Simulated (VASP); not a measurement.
# MgO (I4/mmm) in VASP: a series of runs, part 2 of 2

VASP 6.6.1. Earlier steps stand in the parts before.

## Step 3: Single point, PBEsol (strain +0.0375 x Voigt [0, 1, 0, 0, 0, 0])

The input, INCAR:

```
SYSTEM = MgO
PREC = Accurate
ENCUT = 520
EDIFF = 1E-6
ISMEAR = 0
SIGMA = 0.05
LREAL = .FALSE.
LASPH = .TRUE.
NELM = 100
ALGO = Normal
ISIF = 2
LWAVE = .FALSE.
LCHARG = .FALSE.
GGA = PS
NBANDS = 11
```

The input, KPOINTS:

```
regular mesh
0
G
  10 10 10
  0 0 0
```

The input, POSCAR:

```
MgO
1.0
    0.0000000000      2.1861221847      2.1071057202
    2.1071057202      0.0000000000      2.1071057202
    2.1071057202      2.1861221847      0.0000000000
Mg O
1 1
Direct
    0.0000000000      0.0000000000      0.0000000000
    0.5000000000      0.5000000000      0.5000000000
```

Potentials or basis: VASP PAW PBE potentials, release 64 (Mg, O).

On the command line:

```sh
$ cat potpaw_PBE.64/Mg/POTCAR potpaw_PBE.64/O/POTCAR > POTCAR
$ mpirun -np 1 vasp_std > vasp.out
```

OUTCAR:

```text
SYSTEM = MgO
   PREC = Accurate
   ENCUT = 520
   EDIFF = 1E-6
   ISMEAR = 0
   LREAL = .FALSE.
   LASPH = .TRUE.
   NELM = 100
   ISIF = 2
   GGA = PS

 ion  position               nearest neighbor table
   1  0.000  0.000  0.000-   2 2.11   2 2.11   2 2.11   2 2.11   2 2.19   2 2.19
   2  0.500  0.500  0.500-   1 2.11   1 2.11   1 2.11   1 2.11   1 2.19   1 2.19

  LATTYP: Found a body centered tetragonal cell.
 ALAT       =     2.9798974869
 C/A-ratio  =     1.4672465710

  Lattice vectors:

 A1 = (   0.0000000000,  -2.1861221847,   2.1071057202)
 A2 = (   0.0000000000,  -2.1861221847,  -2.1071057202)
 A3 = (   2.1071057202,   2.1861221847,   0.0000000000)
[... 515 lines left out ...]
     10      26.8881      0.00000
     11      29.1379      0.00000

 [... further k-points ...]
[... 5 lines left out ...]
  --------------------------------------------------------------------------------------
  -------------------------------------------------------------------------------------
  Total       -0.4461888     -1.1251038     -0.4461888      0.0000000      0.0000000      0.0000000
  in kB      -36.8257948    -92.8594436    -36.8257948      0.0000000      0.0000000      0.0000000
  external PRESSURE =     -55.5036777 kB  Pullay stress =       0.0000000 kB

 VOLUME and BASIS-vectors are now :
 -----------------------------------------------------------------------------
  energy-cutoff  :      520.00
  volume of cell :       19.41
      direct lattice vectors                 reciprocal lattice vectors
     0.000000000  2.186122185  2.107105720    -0.237292318  0.228715487  0.237292318
     2.107105720  0.000000000  2.107105720     0.237292318 -0.228715487  0.237292318
     2.107105720  2.186122185  0.000000000     0.237292318  0.228715487 -0.237292318

 POSITION                                       TOTAL-FORCE (eV/Angst)
 -----------------------------------------------------------------------------------
      0.00000      0.00000      0.00000        -0.000000      0.000000     -0.000000
      2.10711      2.18612      2.10711         0.000000     -0.000000      0.000000
 -----------------------------------------------------------------------------------
    total drift:                               -0.000000     -0.000000      0.000000

  FREE ENERGIE OF THE ION-ELECTRON SYSTEM (eV)
  ---------------------------------------------------
  free  energy   TOTEN  =       -12.4903761590 eV

  energy  without entropy=      -12.4903761590  energy(sigma->0) =      -12.49037616
```

stdout:

```text
POSCAR found type information on POSCAR MgO
 POSCAR found :  2 types and       2 ions
 scaLAPACK will be used
 -----------------------------------------------------------------------------
|                                                                             |
|                                                                             |
|     You enforced a specific xc type in the INCAR file but a different       |
|     I HOPE YOU KNOW WHAT YOU ARE DOING!                                     |
|                                                                             |
 -----------------------------------------------------------------------------

 LDA part: xc-table for (Slater+PW92), standard interpolation
 POSCAR, INCAR and KPOINTS ok, starting setup
 FFT: planning ... GRIDC
 FFT: planning ... GRID_SOFT
 FFT: planning ... GRID
 WAVECAR not read
 entering main loop
```

It took 9.7 s on 1 thread of Intel Xeon 6975P-C (Granite Rapids), shared host; peak memory 0.15 GiB.

Results:

```yaml
Free_energy: -12.4904 eV
Pressure: -5.6 GPa
Band_gap_on_the_k_mesh: 4.22 eV, direct
```

Stress tensor (GPa, compression positive):
```
-3.68  0.00  0.00
 0.00 -9.29  0.00
 0.00  0.00 -3.68
```

Levels at points of the mesh, in eV from the valence-band top:
```tsv
k point	band 2	band 3	band 4	band 5	band 6	band 7
(0.00, 0.00, 0.00)	-0.08	-0.08	0.00	4.22	15.13	15.51
(0.50, 0.00, 0.00)	-4.56	-0.71	-0.64	7.45	12.02	15.38
(0.50, 0.50, 0.00)	-4.00	-1.53	-1.29	8.72	9.42	12.68
(0.50, 0.00, 0.50)	-4.12	-1.26	-1.26	9.08	9.47	12.21
```

Caveat: the cell differs from its parent crystal (strain +0.0375 x Voigt [0, 1, 0, 0, 0, 0]); the PAW data sets were made with another functional, which shifts forces and pressure a little.

## Step 4: Single point, PBEsol (strain +0.0750 x Voigt [0, 1, 0, 0, 0, 0])

The input, INCAR:

```
SYSTEM = MgO
ALGO = Normal
EDIFF = 1E-6
ENCUT = 520
GGA = PS
ISIF = 2
ISMEAR = 0
LASPH = .True.
LCHARG = .False.
LREAL = .False.
LWAVE = .False.
NBANDS = 11
NELM = 100
PREC = Accurate
SIGMA = 0.05
```

The input, KPOINTS:

```
k-points
0
Gamma
  10 10 10
  0 0 0
```

The input, POSCAR:

```
MgO
1.0
    0.0000000000      2.2651386492      2.1071057202
    2.1071057202      0.0000000000      2.1071057202
    2.1071057202      2.2651386492      0.0000000000
Mg O
1 1
Direct
    0.0000000000      0.0000000000      0.0000000000
    0.5000000000      0.5000000000      0.5000000000
```

On the command line:

```sh
$ cat potpaw_PBE.64/Mg/POTCAR potpaw_PBE.64/O/POTCAR > POTCAR
$ mpirun -np 1 vasp_std > vasp.out
```

Wall time 7.8 s (1 thread of Intel Xeon 6975P-C (Granite Rapids), shared host); peak memory 0.15 GiB.

It converged, with:

```yaml
Free_energy: -12.4382 eV
Pressure: -9.1 GPa
Band_gap_on_the_k_mesh: 3.85 eV, direct
```

Stress tensor (GPa, compression positive):
```
 -6.37   0.00   0.00
  0.00 -14.47   0.00
  0.00   0.00  -6.37
```

Levels at points of the mesh, in eV from the valence-band top:
```
           k point  band 2  band 3  band 4  band 5  band 6  band 7
(0.00, 0.00, 0.00)   -0.14   -0.14    0.00    3.85   14.70   15.44
(0.50, 0.00, 0.00)   -4.45   -0.76   -0.61    7.18   11.56   14.73
(0.50, 0.50, 0.00)   -3.86   -1.67   -1.21    8.57    9.04   12.44
(0.50, 0.00, 0.50)   -4.06   -1.17   -1.17    9.13    9.24   11.52
```

Caveat: the cell differs from its parent crystal (strain +0.0750 x Voigt [0, 1, 0, 0, 0, 0]); the PAW data sets were made with another functional, which shifts forces and pressure a little.

## Step 5: The runs side by side

| cell | gap on the mesh (eV) | pressure (GPa) |
| --- | --- | --- |
| a = 2.925, b = 2.980 Å, angles 59.4, 61.3, 59.4°, 2 atoms | 4.96 | 6.6 |
| a = 3.036, b = 2.980 Å, angles 60.6, 58.8, 60.6°, 2 atoms | 4.22 | -5.6 |
| a = 3.094, b = 2.980 Å, angles 61.2, 57.6, 61.2°, 2 atoms | 3.85 | -9.1 |

Alike in all rows: task single point; level PBEsol; potentials or basis VASP PAW PBE potentials, release 64 (Mg, O); no spin polarisation; k mesh 10 × 10 × 10; cutoff (eV) 520; smearing gaussian 0.05 eV.

Caveats: the PAW data sets were made with another functional, which shifts forces and pressure a little.

Total energies depend on the potentials used, so only differences within one code and one set of settings carry meaning.
